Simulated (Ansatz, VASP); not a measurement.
**Two plane-wave programs on TaSi5B2**

```
CELL_PARAMETERS angstrom
0.00000 4.59186 4.59186
4.59186 0.00000 4.59186
4.59186 4.59186 0.00000
ATOMIC_POSITIONS crystal
Ta 0.50000 0.50000 0.50000
Si 0.88452 0.88452 0.88452
Si 0.88452 0.88452 0.34644
Si 0.88452 0.34644 0.88452
Si 0.34644 0.88452 0.88452
Si 0.75000 0.75000 0.75000
B 0.25000 0.25000 0.25000
B 0.00000 0.00000 0.00000
```

Alike in both runs: functional PBE; k mesh 4 × 4 × 4; occupations gaussian, width 0.2 eV; no spin polarisation.

Ansatz relaxed the structure, and its values are those at the end. VASP's run is a single point on that final structure, the one shown.

```csv
,VASP,Ansatz
version,VASP 6.6.1,Ansatz 0.2.0
potentials or method,"VASP PAW PBE potentials, release 64 (Ta_pv, Si, B), cutoff 500 eV","scalar-relativistic, plane waves, PAW"
valence electrons in the cell,37,39
```

Ansatz gave:

* gap on the k mesh at the Fermi level (eV): none
* pressure (GPa): 0.1
* rms of the force components (eV/Å): 0.001

Question: What did VASP give for the same quantities?

Answer: gap on the k mesh at the Fermi level (eV): none; pressure (GPa): 0.0; rms of the force components (eV/Å): 0.005.

A gap of «none» marks a metal or a gap that the smearing closes. VASP's potentials hold 37 valence electrons a cell and Ansatz's 39, so a difference there can come from the potentials and not from the codes.

Neither program's run includes spin-orbit coupling.
